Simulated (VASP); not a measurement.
Write the native input for VASP 6.6.1 that does the following.

* Task: single point
* Functional: PBEsol
* Potentials or basis: VASP PAW PBE potentials, release 64 (Ru_pv)
* Cutoff: 520 eV
* k mesh: 21 × 21 × 12
* Occupations: gaussian, width 0.15 eV
* Spin: no spin polarisation
* Dipole correction: no
* Further INCAR settings: ALGO = Fast; EDIFF = 1e-06; NBANDS = 21

The structure of Ru lies in POSCAR:

```
Ru
1.0
    2.7330064703      0.0000000000      0.0000000000
   -1.3665032351      2.3668530320      0.0000000000
    0.0000000000      0.0000000000      4.1845062067
Ru
2
Direct
    0.3333333333      0.6666666667      0.2500000000
    0.6666666667      0.3333333333      0.7500000000
```

This cell differs from its parent crystal: volume 13.534 Å^3 an atom, c/a of the conventional cell 1.5311.

The input as run:

INCAR

```
SYSTEM = Ru
  PREC = Accurate
  ENCUT = 520
  EDIFF = 1E-6
  ISMEAR = 0
  SIGMA = 0.15
  LREAL = .FALSE.
  LASPH = .TRUE.
  NELM = 80
  ALGO = Fast
  ISIF = 2
  LWAVE = .FALSE.
  LCHARG = .FALSE.
  GGA = PS
  NBANDS = 21
```

KPOINTS

```
regular mesh
0
G
  21 21 12
  0 0 0
```

Potentials or basis: VASP PAW PBE potentials, release 64 (Ru_pv).

Command:

```console
$ cat potpaw_PBE.64/Ru_pv/POTCAR > POTCAR
$ mpirun -np 1 vasp_std > vasp.out
```

Results of the run:

* Pressure: -4.6 GPa
* Band gap on the k mesh: zero (band 14 reaches 14.20 eV, above the bottom of band 15 at 11.05 eV)

Caveat: the PAW data sets were made with another functional, which shifts forces and pressure a little.

Wall time 2.4 min on 1 thread of AMD EPYC 7R43 64-Core Processor (Zen 3), with other jobs on the host, peak memory 0.21 GiB.
